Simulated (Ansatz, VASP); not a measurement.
# One calculation of V, two programs

Contents of INCAR:

```
ALGO     = Normal         # electronic algorithm
EDIFF    = 1E-7           # SCF threshold, eV
EDIFFG   = -0.04          # ionic threshold
ENCUT    = 600            # plane-wave cutoff, eV
GGA      = PE             # functional
IBRION   = 2              # ionic algorithm
ISIF     = 3              # what is computed and relaxed
ISMEAR   = 0              # smearing method
LASPH    = True           # aspherical terms in the spheres
LCHARG   = False          # write CHGCAR
LREAL    = False          # projectors in reciprocal space
LWAVE    = False          # write WAVECAR
NELM     = 100            # most SCF steps
NSW      = 90             # ionic steps
PREC     = Accurate       # precision mode
SIGMA    = 0.1            # smearing width, eV
```

The input KPOINTS:

```
k-points
0
Gamma
  9 9 9
```

File POSCAR:

```
V
1.0
    1.3794420357      0.7964212306      4.2393545036
   -1.3794420357      0.7964212306      4.2393545036
    0.0000000000     -1.5928424613      4.2393545036
V
2
Direct
    0.0872612563      0.0872612563      0.0872612563
    0.9127387437      0.9127387437      0.9127387437
```

Input for Ansatz:

```yaml
crystal:
  lattice:
    - [1.3794420357, 0.7964212306, 4.2393545036]
    - [-1.3794420357, 0.7964212306, 4.2393545036]
    - [0.0, -1.5928424613, 4.2393545036]
  atoms:
    - { symbol: V, position: [0.0872612563, 0.0872612563, 0.0872612563] }
    - { symbol: V, position: [0.9127387437, 0.9127387437, 0.9127387437] }
basis:
  ecutwfc: 420
kpoints:
  mp_grid: { grid: [9, 9, 9] }
hamiltonian:
  xc: pbe
scf:
  occupations: { method: gaussian, width: 0.1 }
  lower_state_search: "off"
output:
  forces: true
  stress: true
  eigenvalues: true
relax:
  adjacent_minimum: "off"
  f_tol: 0.04
  max_steps: 70
  cell: { stress_tol: 0.4 }
```

Alike in both runs: task relaxation of cell and atoms; functional PBE; k mesh 9 × 9 × 9; occupations gaussian, width 0.1 eV; no spin polarisation.

|  | VASP | Ansatz |
| --- | --- | --- |
| version | VASP 6.6.1 | Ansatz 0.2.0 |
| potentials or method | VASP PAW PBE potentials, release 64 (V_sv), cutoff 600 eV | scalar-relativistic, plane waves, PAW |
| valence electrons in the cell | 26 | 26 |

Ansatz gave:

* gap on the k mesh at the Fermi level, each at its own relaxed structure (eV): none
* relaxed volume (Å³/atom): 13.97
* relaxed length of the cell vector where the two differ most in proportion (Å): 4.477

Problem. Which values does VASP return?

Solution. gap on the k mesh at the Fermi level, each at its own relaxed structure (eV): none; relaxed volume (Å³/atom): 14.03; relaxed length of the cell vector where the two differ most in proportion (Å): 4.533.

A gap of «none» marks a metal or a gap that the smearing closes.
